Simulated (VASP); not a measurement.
# Mg4CdS3 (P-3m1) in VASP: relaxation of shape and atoms at fixed volume with PBE

Aim: the relaxation of shape and atoms at fixed volume of Mg4CdS3 with PBE.

Program: VASP 6.6.1. These are calculated values, not measurements. Logs are shortened: lines on timing, memory, paths and dates and some standing lists are left out, and cuts for length are marked.

## Step 1: The cell of the first run

The structure is trigonal, space group P-3m1 (No. 164). The conventional cell has a = 3.593 Å, b = 3.593 Å, c = 13.771 Å, α = 90.00°, β = 90.00°, γ = 120.00°. Within 3.4 Å of Mg (site symmetry 3m) lie 6 S at 2.56 to 2.59 Å and 1 Mg at 3.09 Å. Within 3.4 Å of Mg (site symmetry 3m) lie 3 S at 2.59 Å and 1 Mg at 3.09 Å and 3 Cd at 3.09 Å. Within 4.1 Å of Cd (site symmetry -3m) lie 6 Mg at 3.09 Å and 6 Cd at 3.59 Å. S (site symmetry 3m) has 6 Mg at 2.59 Å within 3.4 Å. S (site symmetry -3m) has 6 Mg at 2.56 Å within 3.4 Å.

## Step 2: Relaxation of shape and atoms at fixed volume, PBE (19.24 Å³/atom)

INCAR reads:

```
SYSTEM = Mg4CdS3
PREC = Accurate ; ENCUT = 600
EDIFF = 1E-7 ; ISMEAR = 0
SIGMA = 0.1 ; LREAL = .False.
LASPH = .True. ; NELM = 120
ALGO = Normal ; ISIF = 4
LWAVE = .False. ; LCHARG = .False.
GGA = PE ; IBRION = 2
NSW = 50 ; EDIFFG = -0.01
GGA_COMPAT = .False. ; NELMIN = 4
```

KPOINTS reads:

```
regular mesh
0
Gamma
  12 12 4
  0 0 0
```

POSCAR reads:

```
Mg4CdS3
1.0
    3.5925296627      0.0000000000      0.0000000000
   -1.7962648313      3.1112219517      0.0000000000
    0.0000000000      0.0000000000     13.7706916549
Mg Cd S
4 1 3
Direct
    0.3333333333      0.6666666667      0.6091236499
    0.6666666667      0.3333333333      0.3908763501
    0.6666666667      0.3333333333      0.1665279906
    0.3333333333      0.6666666667      0.8334720094
    0.0000000000      0.0000000000      0.0000000000
    0.6666666667      0.3333333333      0.7213090520
    0.3333333333      0.6666666667      0.2786909480
    0.0000000000      0.0000000000      0.5000000000
```

Potentials or basis: VASP PAW PBE potentials, release 64 (Mg, Cd, S).

Started as:

```sh
$ cat potpaw_PBE.64/Mg/POTCAR potpaw_PBE.64/Cd/POTCAR potpaw_PBE.64/S/POTCAR > POTCAR
$ mpirun -np 1 vasp_std > vasp.out
```

OUTCAR:

```text
SYSTEM = Mg4CdS3
   PREC = Accurate
   ENCUT = 600
   EDIFF = 1E-7
   ISMEAR = 0
   LREAL = .False.
   LASPH = .True.
   NELM = 120
   ISIF = 4
   GGA = PE
   IBRION = 2
   NSW = 50
   EDIFFG = -0.01
   NELMIN = 4

 ion  position               nearest neighbor table
   1  0.333  0.667  0.609-   8 2.56   8 2.56   8 2.56   6 2.59   6 2.59   6 2.59   4 3.09   2 3.65
                             2 3.65   2 3.65
   2  0.667  0.333  0.391-   8 2.56   8 2.56   8 2.56   7 2.59   7 2.59   7 2.59   3 3.09   1 3.65
                             1 3.65   1 3.65
   3  0.667  0.333  0.167-   7 2.59   7 2.59   7 2.59   2 3.09   5 3.09   5 3.09   5 3.09
   4  0.333  0.667  0.833-   6 2.59   6 2.59   6 2.59   1 3.09   5 3.09   5 3.09   5 3.09
   5  0.000  0.000  0.000-   3 3.09   4 3.09   4 3.09   3 3.09   3 3.09   4 3.09
   6  0.667  0.333  0.721-   4 2.59   4 2.59   4 2.59   1 2.59   1 2.59   1 2.59
   7  0.333  0.667  0.279-   3 2.59   3 2.59   3 2.59   2 2.59   2 2.59   2 2.59
   8  0.000  0.000  0.500-   1 2.56   2 2.56   1 2.56   2 2.56   2 2.56   1 2.56

  LATTYP: Found a hexagonal cell.
 ALAT       =     3.5925296627
 C/A-ratio  =     3.8331462640

  Lattice vectors:

 A1 = (   3.5925296627,   0.0000000000,   0.0000000000)
 A2 = (  -1.7962648313,   3.1112219517,   0.0000000000)
 A3 = (   0.0000000000,   0.0000000000,  13.7706916549)

Analysis of symmetry for initial positions (statically):
=====================================================================
 Subroutine PRICEL returns:
 Original cell was already a primitive cell.

 Routine SETGRP: Setting up the symmetry group for a
 hexagonal supercell.

 Subroutine GETGRP returns: Found 12 space group operations
 (whereof 12 operations were pure point group operations)
 out of a pool of 24 trial point group operations.

The static configuration has the point symmetry D_3d.

Analysis of symmetry for dynamics (positions and initial velocities):
=====================================================================
 Subroutine PRICEL returns:
 Original cell was already a primitive cell.

 Routine SETGRP: Setting up the symmetry group for a
 hexagonal supercell.

 Subroutine GETGRP returns: Found 12 space group operations
 (whereof 12 operations were pure point group operations)
 out of a pool of 24 trial point group operations.

The dynamic configuration has the point symmetry D_3d.

 Subroutine INISYM returns: Found 12 space group operations
 (whereof 12 operations are pure point group operations),
 and found     1 'primitive' translations

----------------------------------------------------------------------------------------

                                     Primitive cell

  volume of cell :     153.9172

  direct lattice vectors                    reciprocal lattice vectors
     3.592529663  0.000000000  0.000000000     0.278355391  0.160708560  0.000000000
    -1.796264831  3.111221952  0.000000000     0.000000000  0.321417120  0.000000000
     0.000000000  0.000000000 13.770691655     0.000000000  0.000000000  0.072617994

  length of vectors
     3.592529663  3.592529663 13.770691655     0.321417120  0.321417120  0.072617994

  position of ions in fractional coordinates (direct lattice)
     0.333333333  0.666666667  0.609123650
     0.666666667  0.333333333  0.390876350
     0.666666667  0.333333333  0.166527991
     0.333333333  0.666666667  0.833472009
     0.000000000  0.000000000  0.000000000
     0.666666667  0.333333333  0.721309052
     0.333333333  0.666666667  0.278690948
     0.000000000  0.000000000  0.500000000

  ion indices of the primitive-cell ions
   primitive index   ion index
                 1           1
                 2           2
                 3           3
                 4           4
                 5           5
                 6           6
                 7           7
                 8           8

----------------------------------------------------------------------------------------

 KPOINTS: regular mesh

Automatic generation of k-mesh.
 Grid dimensions read from file:
 generate k-points for:   12   12    4

 Generating k-lattice:

  Cartesian coordinates                     Fractional coordinates (reciprocal lattice)
     0.023196283  0.013392380  0.000000000     0.083333333  0.000000000  0.000000000
     0.000000000  0.026784760  0.000000000     0.000000000  0.083333333  0.000000000
     0.000000000  0.000000000  0.018154498     0.000000000  0.000000000  0.250000000

  Length of vectors
     0.026784760  0.026784760  0.018154498

  Shift w.r.t. Gamma in fractional coordinates (k-lattice)
     0.000000000  0.000000000  0.000000000

 Subroutine IBZKPT returns following result:
 ===========================================

 Found     69 irreducible k-points:

 Following reciprocal coordinates:
            Coordinates               Weight
  0.000000  0.000000  0.000000      1.000000
  0.083333  0.000000  0.000000      6.000000
  0.166667  0.000000  0.000000      6.000000
  0.250000  0.000000  0.000000      6.000000
  0.333333  0.000000  0.000000      6.000000
  0.416667  0.000000  0.000000      6.000000
[... 16 lines left out ...]
  0.166667  0.000000  0.250000      6.000000
  0.000000  0.166667  0.250000      6.000000
 [... further k-points ...]
   k-points           NKPTS =     69   k-points in BZ     NKDIM =     69   number of bands    NBANDS=     24
   number of dos      NEDOS =    301   number of ions     NIONS =      8
   total plane-waves  NPLWV = 100800
   dimension x,y,z NGX =    30 NGY =   30 NGZ =  112
   dimension x,y,z NGXF=    60 NGYF=   60 NGZF=  224
   ions per type =               4   1   3
   NGX,Y,Z   is equivalent  to a cutoff of  13.88, 13.88, 13.52 a.u.
   NGXF,Y,Z  is equivalent  to a cutoff of  27.77, 27.77, 27.04 a.u.
 SYSTEM =  Mg4CdS3
   PREC   = accura    normal or accurate (medium, high low for compatibility)
   ISTART =      0    job   : 0-new  1-cont  2-samecut
   ICHARG =      2    charge: 1-file 2-atom 10-const
   ISPIN  =      1    spin polarized calculation?
   LNONCOLLINEAR =      F non collinear calculations
   LSORBIT =      F    spin-orbit coupling
   LASPH  =      T    aspherical Exc in radial PAW
   ENCUT  =  600.0 eV  44.10 Ry    6.64 a.u.   7.18  7.18 27.50*2*pi/ulx,y,z
   NELM   =    120;   NELMIN=  4; NELMDL= -5     # of ELM steps
   EDIFF  = 0.1E-06   stopping-criterion for ELM
   LREAL  =      F    real-space projection
   EDIFFG = -.1E-01   stopping-criterion for IOM
   NSW    =     50    number of steps for IOM
   IBRION =      2    ionic relax: 0-MD 1-quasi-New 2-CG
   NFREE  =      1    steps in history (QN), initial steepest desc. (CG)
   ISIF   =      4    stress and relaxation
   ISYM   =      2    0-nonsym 1-usesym 2-fastsym
   POTIM  = 0.5000    time-step for ionic-motion
   TEBEG  =    0.0;   TEEND  =   0.0 temperature during run
   PSTRESS=    0.0 pullay stress
   NELECT =      38.0000    total number of electrons
   NUPDOWN=      -1.0000    fix difference up-down
   EMIN   =  10.00;   EMAX   =-10.00  energy-range for DOS
   EFERMI =   0.00;   METHOD = LEGACY
   ISMEAR =     0;   SIGMA  =   0.10  broadening in eV -4-tet -1-fermi 0-gaus
   EFERMI_NEDOS =   21; number of points for ismear=-14 and -15
   IALGO  =     38    algorithm
   IMIX   =      4    mixing-type and parameters
     AMIX     =   0.40;   BMIX     =  1.00
     AMIX_MAG =   1.60;   BMIX_MAG =  1.00
  volume/ion in A,a.u.               =      19.24       129.84
  Fermi-wavevector in a.u.,A,eV,Ry     =   1.027008  1.940763 14.350672  1.054745
  Thomas-Fermi vector in A             =   2.160930
   LORBIT       =      0    0 simple, 1 ext, 2 COOP (PROOUT), +10 PAW based schemes
   GGA     = PE    functional components
   LHFCALC =     F    Hartree Fock is set to
   AEXX    =    0.0000 exact exchange contribution
   IVDW    =     0    specifies the selected vdW correction
   LEPSILON=     F    determine dielectric tensor
   LRPA    =     F    only Hartree local field effects (RPA)
 conjugate gradient relaxation of ions
 non-spin polarized calculation
 Gauss-broadening in eV      SIGMA  =   0.10
  energy-cutoff  :      600.00
  volume of cell :      153.92
 maximum number of plane-waves:      5190
 NGX is ok and might be reduce to    30
   NGX = 15   NGY = 15   NGZ = 55

--------------------------------------- Ionic step        1  -------------------------------------------

 number of electron      38.0000000 magnetization

 Free energy of the ion-electron system (eV)
  ---------------------------------------------------
  ext. energy  EPLUGINS =         0.00000000
  ---------------------------------------------------
  free energy    TOTEN  =       -27.16806996 eV

  energy without entropy =      -27.16308138  energy(sigma->0) =      -27.16557567

------------------------ aborting loop because EDIFF is reached ----------------------------------------

  FORCE on cell =-STRESS in cart. coord.  units (eV):
  Direction    XX          YY          ZZ          XY          YZ          ZX
  --------------------------------------------------------------------------------------
  -------------------------------------------------------------------------------------
  Total        1.5698902      1.5698902      1.8085331      0.0000000      0.0000000      0.0000000
  in kB       16.3415317     16.3415317     18.8256483      0.0000000      0.0000000      0.0000000
  external PRESSURE =      17.1695706 kB  Pullay stress =       0.0000000 kB
[... 237 lines left out ...]
  energy  without entropy=      -27.1646568655  energy(sigma->0) =      -27.16697726

--------------------------------------- Ionic step        7  -------------------------------------------

 number of electron      38.0000001 magnetization

 Free energy of the ion-electron system (eV)
  ---------------------------------------------------
  ext. energy  EPLUGINS =         0.00000000
  ---------------------------------------------------
  free energy    TOTEN  =       -27.16931700 eV

  energy without entropy =      -27.16465837  energy(sigma->0) =      -27.16698769

 E-fermi :   4.4400     XC(G=0):  -9.5762

 val. band max:        4.3871363909   @ k =   0.5000   0.0000   0.5000
 cond. band min:       4.4509244775   @ k =   0.4167   0.0000   0.5000
 fundamental gap:      0.0637880866
 Fermi energy:         4.4400391821

 k-point     1 :       0.0000    0.0000    0.0000
  band No.  band energies     occupation
      1     -10.0754      2.00000
      2      -9.5677      2.00000
      3      -9.1716      2.00000
      4      -4.1604      2.00000
      5      -4.0309      2.00000
      6      -4.0309      2.00000
[... 637 lines left out ...]
     23       8.7940      0.00000
     24       9.3096      0.00000

 [... further k-points ...]
[... 5 lines left out ...]
  --------------------------------------------------------------------------------------
  -------------------------------------------------------------------------------------
  Total        1.5515781      1.5515781      1.5623134      0.0000000      0.0000000     -0.0000000
  in kB       16.1509148     16.1509148     16.2626616      0.0000000      0.0000000     -0.0000000
  external PRESSURE =      16.1881637 kB  Pullay stress =       0.0000000 kB
[... 23 lines left out ...]
  FREE ENERGIE OF THE ION-ELECTRON SYSTEM (eV)
  ---------------------------------------------------
  free  energy   TOTEN  =       -27.1693169972 eV

  energy  without entropy=      -27.1646583743  energy(sigma->0) =      -27.16698769

 reached required accuracy - stopping structural energy minimisation
```

Run time: 19 min. Hardware: 1 thread of Oxide Virtual Turin-like, shared host; peak memory 0.52 GiB.

Results:

```
Free energy                  : -27.1693 eV
Energy gained by relaxing    : 0.2 meV/atom
Ionic steps                  : 7
Pressure after relaxing      : 1.6 GPa
Largest force after relaxing : 0.004 eV/Å
Band gap on the k mesh       : zero (bands 19 and 20 overlap by 0.30 eV)
```

Forces on the atoms (eV/Å):
```
Mg   0.000  0.000  0.004
Mg   0.000  0.000 -0.004
Mg   0.000  0.000 -0.002
Mg   0.000  0.000  0.002
Cd   0.000  0.000  0.000
S    0.000  0.000 -0.004
S    0.000  0.000  0.004
S    0.000  0.000  0.000
```

The path:
| step | energy change (eV) | largest force (eV/Å) | pressure (GPa) | volume (Å³) |
| --- | --- | --- | --- | --- |
| 1 | 0.0000 | 0.0721 | 1.72 | 153.92 |
| 2 | -0.0005 | 0.0400 | 1.69 | 153.92 |
| 3 | -0.0007 | 0.0266 | 1.66 | 153.92 |
| 4 | -0.0009 | 0.0237 | 1.65 | 153.92 |
| 5 | -0.0012 | 0.0157 | 1.62 | 153.92 |
| 6 | -0.0012 | 0.0133 | 1.62 | 153.92 |
| 7 | -0.0012 | 0.0037 | 1.62 | 153.92 |

Final structure:
```
CELL_PARAMETERS angstrom
3.59172 0.00000 0.00000
-1.79586 3.11052 0.00000
0.00000 0.00000 13.77689
ATOMIC_POSITIONS crystal
Mg 0.33333 0.66667 0.60951
Mg 0.66667 0.33333 0.39049
Mg 0.66667 0.33333 0.16544
Mg 0.33333 0.66667 0.83456
Cd 0.00000 0.00000 0.00000
S 0.66667 0.33333 0.72209
S 0.33333 0.66667 0.27791
S 0.00000 0.00000 0.50000
```

Levels at points of the mesh, in eV from the Fermi level:
```
           k point  band 15  band 16  band 17  band 18  band 19  band 20  band 21  band 22  band 23  band 24
(0.00, 0.00, 0.00)    -1.88    -1.88    -1.75    -1.75    -1.20     1.90     3.18     3.30     4.34     5.78
(0.50, 0.00, 0.00)    -3.27    -2.82    -2.55    -2.30    -1.42     0.22     1.56     1.89     2.83     3.24
(0.00, 0.00, 0.50)    -1.88    -1.88    -1.82    -1.75    -1.75     2.71     2.89     3.18     4.03     5.51
(0.50, 0.00, 0.50)    -3.27    -2.83    -2.54    -2.22    -1.53    -0.05     2.18     2.26     2.74     2.80
```

Caveat: semilocal functionals underestimate gaps, and a narrow one can read as zero.

The gap in the log of VASP goes by the Fermi energy; the results here count the filled bands.